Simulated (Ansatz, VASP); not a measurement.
# SnO2 in VASP and in Ansatz

```
CELL_PARAMETERS angstrom
4.85394 0.00000 0.00000
0.00000 4.85394 0.00000
0.00000 0.00000 3.26284
ATOMIC_POSITIONS crystal
Sn 0.00000 0.00000 0.00000
Sn 0.50000 0.50000 0.50000
O 0.30588 0.30588 0.00000
O 0.19412 0.80588 0.50000
O 0.80588 0.19412 0.50000
O 0.69412 0.69412 0.00000
```

Alike in both runs: task single point; functional r2SCAN; k mesh 4 × 4 × 6; no spin polarisation.

|  | VASP | Ansatz |
| --- | --- | --- |
| version | VASP 6.6.1 | Ansatz 0.2.0 |
| potentials or method | VASP PAW PBE potentials, release 64 (Sn_d, O) | plane waves, PAW |
| plane-wave cutoff (eV) | 520 | 500 |
| occupations | gaussian, width 0.01 eV | fixed |
| valence electrons in the cell | 52 | 52 |

```tsv
	VASP	Ansatz	Ansatz less VASP
gap on the k mesh at the Fermi level (eV)	1.11	1.09	-0.019
pressure (GPa)	-10.1	-11.0	-0.85
traceless stress, the component that is largest in VASP (GPa)	-1.73	-2.01	-0.275
rms of the force components (eV/Å)	0.081	0.092	+0.0113
```

VASP's potentials were made for PBE, not for r2SCAN. Atom by atom the forces differ by 0.011 eV/Å (rms over components).
